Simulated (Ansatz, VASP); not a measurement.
# One calculation of In2Au, two programs

```
In Au
1.0
     0.00000    3.31476    3.31476
     3.31476    0.00000    3.31476
     3.31476    3.31476    0.00000
In Au
2 1
Direct
  0.25000 0.25000 0.25000
  0.75000 0.75000 0.75000
  0.00000 0.00000 0.00000
```

Change from the starting cell: volume scaled by 1.06, crystal datasets.

Alike in both runs: task electric field gradients; functional LDA; k mesh 10 × 10 × 10; occupations fermi-dirac, width 0.05 eV; no spin polarisation.

|  | VASP | Ansatz |
| --- | --- | --- |
| version | VASP 6.6.1 | Ansatz 0.2.0 |
| potentials or method | VASP PAW LDA potentials, release 64 (In_d, Au), cutoff 520 eV | all-electron PAW with datasets made for the crystal, scalar-relativistic |

```tsv
	VASP	Ansatz	Ansatz less VASP
pressure (GPa)	-4.7	-4.7	-0.08
```

LDA's correlation is that of Perdew and Zunger in VASP and of Perdew and Wang (1992) in Ansatz. Ansatz ran all-electron here, and VASP with PAW potentials.

Neither program's run includes spin-orbit coupling.
